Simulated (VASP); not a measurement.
Te, 3 atoms in the cell. It takes space group P3_121 (No. 152, trigonal). Conventional cell: a = 4.454 Å, b = 4.454 Å, c = 5.924 Å, α = 90.00°, β = 90.00°, γ = 120.00°. Within 3.8 Å of Te (site symmetry 2) lie 6 Te at 2.86 to 3.47 Å. 

| Quantity | Value |
| --- | --- |
| Program | VASP 6.6.1 |
| Task | relaxation of cell and atoms |
| Functional | PBE |
| Potentials or basis | VASP PAW PBE potentials, release 64 (Te) |
| Cutoff | 600 eV |
| k mesh | 7 × 7 × 5 |
| Occupations | fermi-dirac, width 0.05 eV |
| Spin | no spin polarisation |
| Target pressure | 10 GPa |
| Dipole correction | no |
| Further INCAR settings | ALGO = Normal; EDIFF = 1e-07; IBRION = 2; EDIFFG = -0.01; NSW = 60; ISIF = 3 |

Potentials or basis: VASP PAW PBE potentials, release 64 (Te).

Launch:

```console
$ cat potpaw_PBE.64/Te/POTCAR > POTCAR
$ mpirun -np 1 vasp_std > vasp.out
```

Hardware: 1 thread of Intel(R) Xeon(R) 6975P-C (Granite Rapids), with other jobs on the host.

Problem. Estimate the wall time of this run.

Solution. It took 3.6 min on 1 thread of Intel(R) Xeon(R) 6975P-C (Granite Rapids) (shared host), peak memory 0.26 GiB. Counts: scf iterations 170, k points 32, ion steps 20.
